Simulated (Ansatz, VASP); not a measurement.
**Two plane-wave programs on W**

```xyz
1
Lattice="0.0000 2.0300 1.9488 2.0300 0.0000 1.9488 2.0300 2.0300 0.0000" Properties=species:S:1:pos:R:3 pbc="T T T"
W     0.0000    0.0000    0.0000
```

Change from the starting cell: strain -0.0400 x Voigt [0, 0, 1, 0, 0, 0], atoms carried along.

Alike in both runs: task single point; functional PBEsol; k mesh 20 × 20 × 20; occupations gaussian, width 0.15 eV; no spin polarisation.

|  | VASP | Ansatz |
| --- | --- | --- |
| version | VASP 6.6.1 | Ansatz 0.2.0 |
| potentials or method | VASP PAW PBE potentials, release 64 (W_sv), cutoff 520 eV | scalar-relativistic, plane waves, PAW |
| valence electrons in the cell | 14 | 14 |

```csv
,VASP,Ansatz,Ansatz less VASP
gap on the k mesh at the Fermi level (eV),none,none,-
pressure (GPa),-0.9,-1.6,-0.65
"traceless stress, the component that is largest in VASP (GPa)",-9.07,-8.98,+0.084
```

VASP's potentials were made for PBE, not for PBEsol. A gap of «none» marks a metal or a gap that the smearing closes.

Spin-orbit coupling is off throughout.
